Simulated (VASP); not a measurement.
The system is TiO2.

```xyz
3
Lattice="1.4668 0.8468 6.8390 -1.4668 0.8468 6.8390 0.0000 -1.6937 6.8390" Properties=species:S:1:pos:R:3 pbc="T T T"
Ti    0.0000    0.0000    0.0000
O     0.0000    0.0000    7.7869
O     0.0000    0.0000   12.7302
```

Base run:

```yaml
Program: VASP 6.6.1
Functional: PBEsol
Potentials_or_basis: VASP PAW PBE potentials, release 64 (Ti_sv, O)
Cutoff: 520 eV
k_mesh: 10 × 10 × 10
Occupations: fermi-dirac, width 0.05 eV
Spin: no spin polarisation
```

Its results: band gap on the k mesh 2.84 eV, indirect (least direct gap 3.00 eV); pressure 4.6 GPa; largest force 0.557 eV/Å.

The run is repeated on the same cell with these changes: functional from PBEsol to LDA; potentials or basis from VASP PAW PBE potentials, release 64 (Ti_sv, O) to VASP PAW LDA potentials, release 64 (Ti_sv, O). What comes out?

Band gap on the k mesh 2.79 eV, indirect (least direct gap 2.94 eV); pressure 1.3 GPa; largest force 0.179 eV/Å.

Caveats: the PAW data sets were made with another functional, which shifts forces and pressure a little (some runs).

A k mesh can miss the band edges.
